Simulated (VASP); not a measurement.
# Si2Ni (P1) in VASP: relaxation of cell and atoms with PBE

Aim: the relaxation of cell and atoms of Si2Ni with PBE.

Program: VASP 6.6.1. These are calculated values, not measurements. Logs are shortened: lines on timing, memory, paths and dates and some standing lists are left out, and cuts for length are marked.

**1. The cell of the first run**

The typed cell holds 3 atoms: a = 3.635 Å, b = 3.807 Å, c = 3.861 Å, α = 61.36°, β = 63.71°, γ = 64.00°.

**2. Relaxation of cell and atoms, PBE (cell sheared at random, sigma 0.03, atoms nudged by 0.01 Å)**

The input, INCAR:

```
SYSTEM = Si2Ni
PREC     = Accurate       ! precision mode
ENCUT    = 600            ! plane-wave cutoff, eV
EDIFF    = 1E-7           ! SCF threshold, eV
ISMEAR   = 0              ! smearing method
SIGMA    = 0.15           ! smearing width, eV
LREAL    = .False.        ! projectors in reciprocal space
LASPH    = .True.         ! aspherical terms in the spheres
NELM     = 100            ! most SCF steps
ALGO     = Normal         ! electronic algorithm
ISIF     = 3              ! what is computed and relaxed
LWAVE    = .False.        ! write WAVECAR
LCHARG   = .False.        ! write CHGCAR
GGA      = PE             ! functional
IBRION   = 2              ! ionic algorithm
NSW      = 100            ! ionic steps
EDIFFG   = -0.01          ! ionic threshold
```

The input, KPOINTS:

```
Automatic mesh
0
Gamma
  10 10 10
  0 0 0
```

The input, POSCAR:

```
Si2Ni
1.0
   -0.0861321734      2.5839449978      2.5555398667
    2.7787321317     -0.1296141860      2.5990218793
    2.8026384701      2.6513333488     -0.1535205244
Si Ni
2 1
Direct
    0.2527574695      0.2505029946      0.2500259575
    0.7486843823      0.7499713683      0.7482142218
   -0.0014418517     -0.0004743628      0.0017598206
```

Potentials or basis: VASP PAW PBE potentials, release 64 (Si, Ni).

Launch:

```console
> cat potpaw_PBE.64/Si/POTCAR potpaw_PBE.64/Ni/POTCAR > POTCAR
> mpirun -np 1 vasp_std > vasp.out
```

OUTCAR:

```text
SYSTEM = Si2Ni
   PREC = Accurate
   ENCUT = 600
   EDIFF = 1E-7
   ISMEAR = 0
   LREAL = .False.
   LASPH = .True.
   NELM = 100
   ISIF = 3
   GGA = PE
   IBRION = 2
   NSW = 100
   EDIFFG = -0.01

 ion  position               nearest neighbor table
   1  0.253  0.251  0.250-   3 2.26   3 2.34   3 2.40   3 2.44   2 2.65   2 2.67   2 2.67   2 2.70
                             2 2.83   2 2.84
   2  0.749  0.750  0.748-   3 2.26   3 2.36   3 2.40   3 2.42   1 2.65   1 2.67   1 2.67   1 2.70
                             1 2.83   1 2.84
   3  0.999  1.000  0.002-   2 2.26   1 2.26   1 2.34   2 2.36   1 2.40   2 2.40   2 2.42   1 2.44

  LATTYP: Found a triclinic cell.
 ALAT       =     6.3684568576
 B/A-ratio  =     0.5708197012
 C/A-ratio  =     0.6144177356
 COS(alpha) =     0.0105119018
 COS(beta)  =     0.3215332614
 COS(gamma) =     0.8393700203

  Lattice vectors:

 A1 = (  -2.7165062967,  -5.2352783466,  -2.4020193423)
 A2 = (   0.0861321734,  -2.5839449978,  -2.5555398667)
 A3 = (  -0.0239063384,  -2.7809475348,   2.7525424037)

Analysis of symmetry for initial positions (statically):
=====================================================================
 Subroutine PRICEL returns:
 Original cell was already a primitive cell.

 Routine SETGRP: Setting up the symmetry group for a
 triclinic supercell.

 Subroutine GETGRP returns: Found  1 space group operations
 (whereof  1 operations were pure point group operations)
 out of a pool of  2 trial point group operations.

The static configuration has the point symmetry C_1 .

Analysis of symmetry for dynamics (positions and initial velocities):
=====================================================================
 Subroutine PRICEL returns:
 Original cell was already a primitive cell.

 Routine SETGRP: Setting up the symmetry group for a
 triclinic supercell.

 Subroutine GETGRP returns: Found  1 space group operations
 (whereof  1 operations were pure point group operations)
 out of a pool of  2 trial point group operations.

The dynamic configuration has the point symmetry C_1 .

 Subroutine INISYM returns: Found  1 space group operations
 (whereof  1 operations are pure point group operations),
 and found     1 'primitive' translations

----------------------------------------------------------------------------------------

                                     Primitive cell

  volume of cell :      40.2717

  direct lattice vectors                    reciprocal lattice vectors
    -0.086132173  2.583944998  2.555539867    -0.170615301  0.191467049  0.191961087
     2.778732132 -0.129614186  2.599021879     0.178097017 -0.177519804  0.185495557
     2.802638470  2.651333349 -0.153520524     0.174985334  0.181889837 -0.178013841

  length of vectors
     3.635240640  3.806976074  3.861077501     0.320340866  0.312474687  0.308857099

  position of ions in fractional coordinates (direct lattice)
     0.252757469  0.250502995  0.250025958
     0.748684382  0.749971368  0.748214222
     0.998558148  0.999525637  0.001759821

  ion indices of the primitive-cell ions
   primitive index   ion index
                 1           1
                 2           2
                 3           3

----------------------------------------------------------------------------------------

 KPOINTS: Automatic mesh

Automatic generation of k-mesh.
 Grid dimensions read from file:
 generate k-points for:   10   10   10

 Generating k-lattice:

  Cartesian coordinates                     Fractional coordinates (reciprocal lattice)
    -0.017061530  0.019146705  0.019196109     0.100000000  0.000000000  0.000000000
     0.017809702 -0.017751980  0.018549556     0.000000000  0.100000000  0.000000000
     0.017498533  0.018188984 -0.017801384     0.000000000  0.000000000  0.100000000

  Length of vectors
     0.032034087  0.031247469  0.030885710

  Shift w.r.t. Gamma in fractional coordinates (k-lattice)
     0.000000000  0.000000000  0.000000000

 Subroutine IBZKPT returns following result:
 ===========================================

 Found    504 irreducible k-points:

 Following reciprocal coordinates:
            Coordinates               Weight
  0.000000  0.000000  0.000000      1.000000
  0.100000  0.000000  0.000000      2.000000
  0.200000  0.000000  0.000000      2.000000
  0.300000  0.000000  0.000000      2.000000
  0.400000  0.000000  0.000000      2.000000
  0.500000  0.000000 -0.000000      1.000000
[... 16 lines left out ...]
 -0.400000  0.200000 -0.000000      2.000000
 -0.300000  0.200000 -0.000000      2.000000
 [... further k-points ...]
   k-points           NKPTS =    504   k-points in BZ     NKDIM =    504   number of bands    NBANDS=     13
   number of dos      NEDOS =    301   number of ions     NIONS =      3
   total plane-waves  NPLWV =  28800
   dimension x,y,z NGX =    30 NGY =   30 NGZ =   32
   dimension x,y,z NGXF=    60 NGYF=   60 NGZF=   64
   ions per type =               2   1
   NGX,Y,Z   is equivalent  to a cutoff of  13.72, 13.10, 13.78 a.u.
   NGXF,Y,Z  is equivalent  to a cutoff of  27.44, 26.20, 27.56 a.u.
 SYSTEM =  Si2Ni
   PREC   = accura    normal or accurate (medium, high low for compatibility)
   ISTART =      0    job   : 0-new  1-cont  2-samecut
   ICHARG =      2    charge: 1-file 2-atom 10-const
   ISPIN  =      1    spin polarized calculation?
   LNONCOLLINEAR =      F non collinear calculations
   LSORBIT =      F    spin-orbit coupling
   LASPH  =      T    aspherical Exc in radial PAW
   ENCUT  =  600.0 eV  44.10 Ry    6.64 a.u.   7.26  7.60  7.71*2*pi/ulx,y,z
   NELM   =    100;   NELMIN=  2; NELMDL= -5     # of ELM steps
   EDIFF  = 0.1E-06   stopping-criterion for ELM
   LREAL  =      F    real-space projection
   EDIFFG = -.1E-01   stopping-criterion for IOM
   NSW    =    100    number of steps for IOM
   IBRION =      2    ionic relax: 0-MD 1-quasi-New 2-CG
   NFREE  =      1    steps in history (QN), initial steepest desc. (CG)
   ISIF   =      3    stress and relaxation
   ISYM   =      2    0-nonsym 1-usesym 2-fastsym
   POTIM  = 0.5000    time-step for ionic-motion
   TEBEG  =    0.0;   TEEND  =   0.0 temperature during run
   PSTRESS=    0.0 pullay stress
   NELECT =      18.0000    total number of electrons
   NUPDOWN=      -1.0000    fix difference up-down
   EMIN   =  10.00;   EMAX   =-10.00  energy-range for DOS
   EFERMI =   0.00;   METHOD = LEGACY
   ISMEAR =     0;   SIGMA  =   0.15  broadening in eV -4-tet -1-fermi 0-gaus
   EFERMI_NEDOS =   21; number of points for ismear=-14 and -15
   IALGO  =     38    algorithm
   IMIX   =      4    mixing-type and parameters
     AMIX     =   0.40;   BMIX     =  1.00
     AMIX_MAG =   1.60;   BMIX_MAG =  1.00
  volume/ion in A,a.u.               =      13.42        90.59
  Fermi-wavevector in a.u.,A,eV,Ry     =   1.251696  2.365362 21.316831  1.566743
  Thomas-Fermi vector in A             =   2.385631
   LORBIT       =      0    0 simple, 1 ext, 2 COOP (PROOUT), +10 PAW based schemes
   GGA     = PE    functional components
   LHFCALC =     F    Hartree Fock is set to
   AEXX    =    0.0000 exact exchange contribution
   IVDW    =     0    specifies the selected vdW correction
   LEPSILON=     F    determine dielectric tensor
   LRPA    =     F    only Hartree local field effects (RPA)
 conjugate gradient relaxation of ions
 non-spin polarized calculation
 Gauss-broadening in eV      SIGMA  =   0.15
  energy-cutoff  :      600.00
  volume of cell :       40.27
 maximum number of plane-waves:      1360
 NGX is ok and might be reduce to    30
   NGX = 15   NGY = 15   NGZ = 15

--------------------------------------- Ionic step        1  -------------------------------------------

 number of electron      18.0000002 magnetization

 Free energy of the ion-electron system (eV)
  ---------------------------------------------------
  ext. energy  EPLUGINS =         0.00000000
  ---------------------------------------------------
  free energy    TOTEN  =       -17.24565873 eV

  energy without entropy =      -17.23446890  energy(sigma->0) =      -17.24006382

------------------------ aborting loop because EDIFF is reached ----------------------------------------

  FORCE on cell =-STRESS in cart. coord.  units (eV):
  Direction    XX          YY          ZZ          XY          YZ          ZX
  --------------------------------------------------------------------------------------
  -------------------------------------------------------------------------------------
  Total       -0.2681825      0.6267181      0.8066222      0.7694364      2.2909216      1.1196906
  in kB      -10.6694148     24.9334549     32.0907887     30.6113806     91.1423928     44.5459518
  external PRESSURE =      15.4516096 kB  Pullay stress =       0.0000000 kB
[... 61 lines left out ...]
--------------------------------------- Ionic step        3  -------------------------------------------

 number of electron      17.9999999 magnetization

 E-fermi :   9.8953     XC(G=0): -11.4341

 val. band max:        9.8886398051   @ k =   0.3000  -0.2000   0.3000
 cond. band min:       9.8953727302   @ k =   0.0000   0.2000   0.1000
 fundamental gap:      0.0067329251
 Fermi energy:         9.8952748042

 k-point     1 :       0.0000    0.0000    0.0000
  band No.  band energies     occupation
      1      -3.5853      2.00000
      2       4.8741      2.00000
      3       4.9743      2.00000
      4       5.1023      2.00000
      5       6.5658      2.00000
      6       6.7022      2.00000
      7       9.4088      2.00000
      8      11.3343      0.00000
      9      11.4917      0.00000
     10      11.8444      0.00000
     11      12.0031      0.00000
     12      12.2849      0.00000
     13      12.7263      0.00000
[... 398 lines left out ...]
  FREE ENERGIE OF THE ION-ELECTRON SYSTEM (eV)
  ---------------------------------------------------
  free  energy   TOTEN  =       -17.3543534681 eV

  energy  without entropy=      -17.3437815901  energy(sigma->0) =      -17.34906753

[... ionic steps 4 to 9 ...]

--------------------------------------- Ionic step       10  -------------------------------------------

 number of electron      17.9999998 magnetization

------------------------ aborting loop because EDIFF is reached ----------------------------------------
[... 69 lines left out ...]
--------------------------------------- Ionic step       12  -------------------------------------------

 number of electron      17.9999998 magnetization

 Free energy of the ion-electron system (eV)
  ---------------------------------------------------
  ext. energy  EPLUGINS =         0.00000000
  ---------------------------------------------------
  free energy    TOTEN  =       -17.37469898 eV

  energy without entropy =      -17.36359078  energy(sigma->0) =      -17.36914488

 E-fermi :  10.0899     XC(G=0): -11.4894

 val. band max:       10.0658762248   @ k =   0.1000   0.3000   0.3000
 cond. band min:      10.0936708335   @ k =   0.0000   0.1000   0.2000
 fundamental gap:      0.0277946087
 Fermi energy:        10.0899345222

 k-point     1 :       0.0000    0.0000    0.0000
  band No.  band energies     occupation
      1      -3.5093      2.00000
      2       5.0664      2.00000
      3       5.0712      2.00000
      4       5.0769      2.00000
      5       6.7345      2.00000
      6       6.7412      2.00000
      7       9.6768      1.99990
      8      11.7904      0.00000
      9      11.8064      0.00000
     10      11.8258      0.00000
     11      12.4411      0.00000
     12      12.4626      0.00000
     13      12.4779      0.00000
[... 398 lines left out ...]
  FREE ENERGIE OF THE ION-ELECTRON SYSTEM (eV)
  ---------------------------------------------------
  free  energy   TOTEN  =       -17.3746989768 eV

  energy  without entropy=      -17.3635907767  energy(sigma->0) =      -17.36914488

 reached required accuracy - stopping structural energy minimisation
```

Wall time 17 min (1 thread of Intel Xeon 6975P-C (Granite Rapids), shared host); peak memory 0.47 GiB.

What came out:

| Property | Result |
| --- | --- |
| Free energy | -17.3747 eV |
| Relaxed volume | 13.45 Å³/atom |
| Relaxed cell | a = 3.848 Å, b = 3.851 Å, c = 3.853 Å, α = 59.90°, β = 59.98°, γ = 60.04° |
| Space group after relaxing (to 0.05 Å) | Fm-3m (No. 225) |
| Energy gained by relaxing | 43.0 meV/atom |
| Ionic steps | 12 |
| Pressure after relaxing | 0.0 GPa |
| Largest force after relaxing | 0.008 eV/Å |
| Band gap on the k mesh | zero (band 9 reaches 11.81 eV, above the bottom of band 10 at 9.66 eV) |

Forces in eV/Å, atoms in the order of the input:
```
Si   0.001  0.005  0.003
Si   0.002 -0.004 -0.007
Ni  -0.003 -0.001  0.004
```

Stress tensor (GPa, compression positive):
```
-0.05  0.01 -0.02
 0.01  0.01 -0.04
-0.02 -0.04  0.06
```

Step by step:
| step | energy change (eV) | largest force (eV/Å) | pressure (GPa) | volume (Å³) |
| --- | --- | --- | --- | --- |
| 1 | 0.0000 | 0.5668 | 1.55 | 40.27 |
| 2 | -0.1049 | 0.3313 | -1.86 | 40.95 |
| 3 | -0.1087 | 0.2177 | -1.58 | 40.85 |
| 4 | -0.1184 | 0.1873 | 0.91 | 40.13 |
| 5 | -0.1185 | 0.1862 | 1.14 | 40.07 |
| 6 | -0.1258 | 0.0835 | 0.46 | 40.23 |
| 7 | -0.1277 | 0.0882 | -0.09 | 40.38 |
| 8 | -0.1289 | 0.0239 | -0.09 | 40.37 |
| 9 | -0.1289 | 0.0233 | -0.09 | 40.37 |
| 10 | -0.1290 | 0.0072 | 0.11 | 40.32 |
| 11 | -0.1290 | 0.0070 | 0.09 | 40.31 |
| 12 | -0.1290 | 0.0081 | 0.01 | 40.35 |

Final structure:
```yaml
crystal:
  lattice:
    - [-0.00035, 2.72220, 2.71970]
    - [2.72587, 0.00092, 2.72033]
    - [2.72610, 2.72247, 0.00284]
  atoms:
    - { symbol: Si, position: [0.24983, 0.25000, 0.24987] }
    - { symbol: Si, position: [0.75023, 0.75004, 0.75003] }
    - { symbol: Ni, position: [0.99993, 0.99997, 0.00010] }
```

Caveat: the cell differs from its parent crystal (cell sheared at random, sigma 0.03, atoms nudged by 0.01 Å). Spin polarisation is off, so any magnetic state and its effect on volume and gap are missing.
